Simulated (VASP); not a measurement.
# Tl (P6/mmm) in VASP: further runs

Runs on Tl. Level: PBE. Tasks: single point.

All numbers are computed with VASP 6.6.1; they aren't measurements. Logs are shortened: lines on timing, memory, paths and dates and some standing lists are left out, and cuts for length are marked.

## Step 1: The cell of the first run

The structure is hexagonal, space group P6/mmm (No. 191). Conventional cell: a = 3.158 Å, b = 3.158 Å, c = 2.982 Å, α = 90.00°, β = 90.00°, γ = 120.00°. Within 3.9 Å of Tl (site symmetry 6/mmm) lie 8 Tl at 2.98 to 3.16 Å.

## Step 2: Single point, PBE (volume scaled by 0.78)

The input, INCAR:

```
ALGO     = Normal         # electronic algorithm
EDIFF    = 1E-7           # SCF threshold, eV
ENCUT    = 520            # plane-wave cutoff, eV
GGA      = PE             # functional
ISIF     = 2              # what is computed and relaxed
ISMEAR   = -1             # smearing method
LASPH    = True           # aspherical terms in the spheres
LCHARG   = False          # write CHGCAR
LREAL    = False          # projectors in reciprocal space
LWAVE    = False          # write WAVECAR
NBANDS   = 12             # bands
NELM     = 60             # most SCF steps
PREC     = Accurate       # precision mode
SIGMA    = 0.1            # smearing width, eV
```

The input, KPOINTS:

```
k-points
0
Gamma
  14 14 13
```

The input, POSCAR:

```
Tl
1.0
    3.1577726525      0.0000000000      0.0000000000
   -1.5788863263      2.7347113365      0.0000000000
    0.0000000000      0.0000000000      2.9822409291
Tl
1
Direct
    0.0000000000      0.0000000000      0.0000000000
```

Potentials or basis: VASP PAW PBE potentials, release 64 (Tl_d).

Run with:

```console
$ cat potpaw_PBE.64/Tl_d/POTCAR > POTCAR
$ mpirun -np 1 vasp_std > vasp.out
```

OUTCAR:

```text
EDIFF = 1E-7
   ENCUT = 520
   GGA = PE
   ISIF = 2
   ISMEAR = -1
   LASPH = True
   LREAL = False
   NELM = 60
   PREC = Accurate

 ion  position               nearest neighbor table
   1  0.000  0.000  0.000-

  LATTYP: Found a hexagonal cell.
 ALAT       =     3.1577726525
 C/A-ratio  =     0.9444128053

  Lattice vectors:

 A1 = (   3.1577726525,   0.0000000000,   0.0000000000)
 A2 = (  -1.5788863263,   2.7347113365,   0.0000000000)
 A3 = (   0.0000000000,   0.0000000000,   2.9822409291)

Analysis of symmetry for initial positions (statically):
=====================================================================
 Subroutine PRICEL returns:
 Original cell was already a primitive cell.

 Routine SETGRP: Setting up the symmetry group for a
 hexagonal supercell.

 Subroutine GETGRP returns: Found 24 space group operations
 (whereof 24 operations were pure point group operations)
 out of a pool of 24 trial point group operations.

The static configuration has the point symmetry D_6h.

Analysis of symmetry for dynamics (positions and initial velocities):
=====================================================================
 Subroutine PRICEL returns:
 Original cell was already a primitive cell.

 Routine SETGRP: Setting up the symmetry group for a
 hexagonal supercell.

 Subroutine GETGRP returns: Found 24 space group operations
 (whereof 24 operations were pure point group operations)
 out of a pool of 24 trial point group operations.

The dynamic configuration has the point symmetry D_6h.

 Subroutine INISYM returns: Found 24 space group operations
 (whereof 24 operations are pure point group operations),
 and found     1 'primitive' translations

----------------------------------------------------------------------------------------

                                     Primitive cell

  volume of cell :      25.7534

  direct lattice vectors                    reciprocal lattice vectors
     3.157772652  0.000000000  0.000000000     0.316678909  0.182834654  0.000000000
    -1.578886326  2.734711337  0.000000000     0.000000000  0.365669307  0.000000000
     0.000000000  0.000000000  2.982240929     0.000000000  0.000000000  0.335318314

  length of vectors
     3.157772652  3.157772653  2.982240929     0.365669307  0.365669307  0.335318314

  position of ions in fractional coordinates (direct lattice)
     0.000000000  0.000000000  0.000000000

  ion indices of the primitive-cell ions
   primitive index   ion index
                 1           1

----------------------------------------------------------------------------------------

 KPOINTS: k-points

Automatic generation of k-mesh.
 Grid dimensions read from file:
 generate k-points for:   14   14   13

 Generating k-lattice:

  Cartesian coordinates                     Fractional coordinates (reciprocal lattice)
     0.022619922  0.013059618  0.000000000     0.071428571  0.000000000  0.000000000
     0.000000000  0.026119236  0.000000000     0.000000000  0.071428571  0.000000000
     0.000000000  0.000000000  0.025793716     0.000000000  0.000000000  0.076923077

  Length of vectors
     0.026119236  0.026119236  0.025793716

  Shift w.r.t. Gamma in fractional coordinates (k-lattice)
     0.000000000  0.000000000  0.000000000

 Subroutine IBZKPT returns following result:
 ===========================================

 Found    168 irreducible k-points:

 Following reciprocal coordinates:
            Coordinates               Weight
  0.000000  0.000000  0.000000      1.000000
  0.071429  0.000000  0.000000      6.000000
  0.142857  0.000000  0.000000      6.000000
  0.214286  0.000000  0.000000      6.000000
  0.285714  0.000000  0.000000      6.000000
  0.357143  0.000000  0.000000      6.000000
[... 16 lines left out ...]
  0.285714  0.285714  0.000000      6.000000
  0.357143  0.285714  0.000000      6.000000
 [... further k-points ...]
   k-points           NKPTS =    168   k-points in BZ     NKDIM =    168   number of bands    NBANDS=     12
   number of dos      NEDOS =    301   number of ions     NIONS =      1
   total plane-waves  NPLWV =  13824
   dimension x,y,z NGX =    24 NGY =   24 NGZ =   24
   dimension x,y,z NGXF=    48 NGYF=   48 NGZF=   48
   ions per type =               1
   NGX,Y,Z   is equivalent  to a cutoff of  12.64, 12.64, 13.38 a.u.
   NGXF,Y,Z  is equivalent  to a cutoff of  25.27, 25.27, 26.76 a.u.
 SYSTEM =  unknown system
   PREC   = accura    normal or accurate (medium, high low for compatibility)
   ISTART =      0    job   : 0-new  1-cont  2-samecut
   ICHARG =      2    charge: 1-file 2-atom 10-const
   ISPIN  =      1    spin polarized calculation?
   LNONCOLLINEAR =      F non collinear calculations
   LSORBIT =      F    spin-orbit coupling
   LASPH  =      T    aspherical Exc in radial PAW
   ENCUT  =  520.0 eV  38.22 Ry    6.18 a.u.   5.87  5.87  5.54*2*pi/ulx,y,z
   NELM   =     60;   NELMIN=  2; NELMDL= -5     # of ELM steps
   EDIFF  = 0.1E-06   stopping-criterion for ELM
   LREAL  =      F    real-space projection
   EDIFFG = 0.1E-05   stopping-criterion for IOM
   NSW    =      0    number of steps for IOM
   IBRION =     -1    ionic relax: 0-MD 1-quasi-New 2-CG
   NFREE  =      0    steps in history (QN), initial steepest desc. (CG)
   ISIF   =      2    stress and relaxation
   ISYM   =      2    0-nonsym 1-usesym 2-fastsym
   POTIM  = 0.5000    time-step for ionic-motion
   TEBEG  =    0.0;   TEEND  =   0.0 temperature during run
   PSTRESS=    0.0 pullay stress
   NELECT =      13.0000    total number of electrons
   NUPDOWN=      -1.0000    fix difference up-down
   EMIN   =  10.00;   EMAX   =-10.00  energy-range for DOS
   EFERMI =   0.00;   METHOD = LEGACY
   ISMEAR =    -1;   SIGMA  =   0.10  broadening in eV -4-tet -1-fermi 0-gaus
   EFERMI_NEDOS =   21; number of points for ismear=-14 and -15
   IALGO  =     38    algorithm
   IMIX   =      4    mixing-type and parameters
     AMIX     =   0.40;   BMIX     =  1.00
     AMIX_MAG =   1.60;   BMIX_MAG =  1.00
  volume/ion in A,a.u.               =      25.75       173.79
  Fermi-wavevector in a.u.,A,eV,Ry     =   1.303500  2.463257 23.117814  1.699111
  Thomas-Fermi vector in A             =   2.434498
   LORBIT       =      0    0 simple, 1 ext, 2 COOP (PROOUT), +10 PAW based schemes
   GGA     = PE    functional components
   LHFCALC =     F    Hartree Fock is set to
   AEXX    =    0.0000 exact exchange contribution
   IVDW    =     0    specifies the selected vdW correction
   LEPSILON=     F    determine dielectric tensor
   LRPA    =     F    only Hartree local field effects (RPA)
 non-spin polarized calculation
  energy-cutoff  :      520.00
  volume of cell :       25.75
 maximum number of plane-waves:       710
 NGX is ok and might be reduce to    24
   NGX = 11   NGY = 11   NGZ = 11

 number of electron      13.0000005 magnetization

 Free energy of the ion-electron system (eV)
  ---------------------------------------------------
  ext. energy  EPLUGINS =         0.00000000
  ---------------------------------------------------
  free energy    TOTEN  =        -1.95376675 eV

  energy without entropy =       -1.93778899  energy(sigma->0) =       -1.94577787

 E-fermi :   7.8419     XC(G=0): -10.6791

 val. band max:        7.7414400983   @ k =   0.4286   0.0000   0.3846
 cond. band min:       7.8525315308   @ k =   0.2143   0.1429   0.3846
 fundamental gap:      0.1110914325
 Fermi energy:         7.8418870280

 k-point     1 :       0.0000    0.0000    0.0000
  band No.  band energies     occupation
      1      -4.9558      2.00000
      2      -4.1727      2.00000
      3      -4.1727      2.00000
      4      -3.3974      2.00000
      5      -3.3974      2.00000
      6      -3.2162      2.00000
      7      15.3090      0.00000
      8      18.0392      0.00000
      9      18.0392      0.00000
     10      19.0420      0.00000
     11      19.7743      0.00000
     12      23.4725      0.00000

 k-point     2 :       0.0714    0.0000    0.0000
  band No.  band energies     occupation
      1      -4.9363      2.00000
      2      -4.1888      2.00000
      3      -4.1331      2.00000
      4      -3.4187      2.00000
      5      -3.4020      2.00000
      6      -3.0980      2.00000
      7      15.4634      0.00000
      8      16.7992      0.00000
      9      17.6375      0.00000
     10      18.8795      0.00000
     11      19.9320      0.00000
     12      23.7819      0.00000

 k-point     3 :       0.1429    0.0000    0.0000
  band No.  band energies     occupation
      1      -4.8880      2.00000
      2      -4.2401      2.00000
      3      -4.0205      2.00000
      4      -3.4781      2.00000
      5      -3.4151      2.00000
      6      -2.7283      2.00000
      7      14.4811      0.00000
      8      15.9168      0.00000
      9      16.7313      0.00000
     10      18.6372      0.00000
     11      20.0972      0.00000
     12      24.5409      0.00000
[... 286 lines left out ...]
 k-point    23 :       0.2857    0.2857    0.0000
  band No.  band energies     occupation
      1      -4.6232      2.00000
      2      -4.1462      2.00000
      3      -3.7711      2.00000
      4      -3.7250      2.00000
      5      -3.6182      2.00000
      6       2.3404      2.00000
      7       6.3647      2.00000
      8       8.2043      0.05193
      9      21.0524      0.00000
     10      21.4416      0.00000
     11      23.4864      0.00000
     12      25.3645      0.00000

 k-point    24 :       0.3571    0.2857    0.0000
  band No.  band energies     occupation
      1      -4.6133      2.00000
      2      -4.0708      2.00000
      3      -3.8320      2.00000
      4      -3.7107      2.00000
      5      -3.6478      2.00000
      6       2.8200      2.00000
      7       6.1702      2.00000
      8       7.5894      1.85171
      9      21.5739      0.00000
     10      21.8747      0.00000
     11      22.9037      0.00000
     12      25.3891      0.00000

 [... further k-points ...]
[... 5 lines left out ...]
  --------------------------------------------------------------------------------------
  -------------------------------------------------------------------------------------
  Total        1.8037570      1.8037570      1.7888020     -0.0000000     -0.0000000     -0.0000000
  in kB      112.2156768    112.2156768    111.2852919     -0.0000000     -0.0000000     -0.0000000
  external PRESSURE =     111.9055485 kB  Pullay stress =       0.0000000 kB

 VOLUME and BASIS-vectors are now :
 -----------------------------------------------------------------------------
  energy-cutoff  :      520.00
  volume of cell :       25.75
      direct lattice vectors                 reciprocal lattice vectors
     3.157772652  0.000000000  0.000000000     0.316678909  0.182834654  0.000000000
    -1.578886326  2.734711337  0.000000000     0.000000000  0.365669307  0.000000000
     0.000000000  0.000000000  2.982240929     0.000000000  0.000000000  0.335318314

 POSITION                                       TOTAL-FORCE (eV/Angst)
 -----------------------------------------------------------------------------------
      0.00000      0.00000      0.00000         0.000000      0.000000      0.000000
 -----------------------------------------------------------------------------------
    total drift:                                0.000000     -0.000000     -0.000000

  FREE ENERGIE OF THE ION-ELECTRON SYSTEM (eV)
  ---------------------------------------------------
  free  energy   TOTEN  =        -1.9537667451 eV

  energy  without entropy=       -1.9377889855  energy(sigma->0) =       -1.94577787
```

Run time: 41 s. Hardware: 1 thread of AMD EPYC 7R43 (Zen 3), shared host; peak memory 0.14 GiB.

Results:

* Free energy: -1.9538 eV
* Pressure: 11.2 GPa

Stress tensor (GPa, compression positive):
```
11.22  0.00  0.00
 0.00 11.22  0.00
 0.00  0.00 11.13
```

Caveat: the cell differs from its parent crystal (volume scaled by 0.78); spin-orbit coupling is left out, which moves the levels of the heavy elements.

## Step 3: Single point, PBE

This run uses another cell than the first one, of 29.06 Å³/atom, 1.128 times its volume.

The input, INCAR:

```
PREC = Accurate ; ENCUT = 520
EDIFF = 1E-7 ; ISMEAR = -1
SIGMA = 0.1 ; LREAL = False
LASPH = True ; NELM = 80
ALGO = Normal ; ISIF = 2
LWAVE = False ; LCHARG = False
GGA = PE ; NBANDS = 12
```

The input, KPOINTS:

```
regular mesh
0
Gamma
  14 14 13
```

The input, POSCAR:

```
Tl
1.0
    3.2847941754      0.0000000000      0.0000000000
   -1.6423970877      2.8447152021      0.0000000000
    0.0000000000      0.0000000000      3.1093971090
Tl
1
Direct
    0.0000000000      0.0000000000      0.0000000000
```

Potentials or basis: VASP PAW PBE potentials, release 64 (Tl_d).

Run with:

```console
$ cat potpaw_PBE.64/Tl_d/POTCAR > POTCAR
$ mpirun -np 1 vasp_std > vasp.out
```

Wall time 38 s (1 thread of AMD EPYC 7R43 (Zen 3), shared host); peak memory 0.14 GiB.

Results (log left out):

```yaml
Free_energy: -2.1054 eV
Pressure: 4.1 GPa
```

Levels at points of the mesh, in eV from the Fermi level:
| k point | band 4 | band 5 | band 6 | band 7 | band 8 | band 9 | band 10 | band 11 |
| --- | --- | --- | --- | --- | --- | --- | --- | --- |
| (0.00, 0.00, 0.00) | -11.24 | -11.24 | -10.21 | 6.89 | 9.27 | 9.27 | 10.86 | 11.04 |
| (0.50, 0.00, 0.00) | -11.31 | -11.15 | -5.66 | -3.08 | 5.17 | 9.35 | 10.99 | 12.21 |

Caveat: spin-orbit coupling is left out, which moves the levels of the heavy elements.
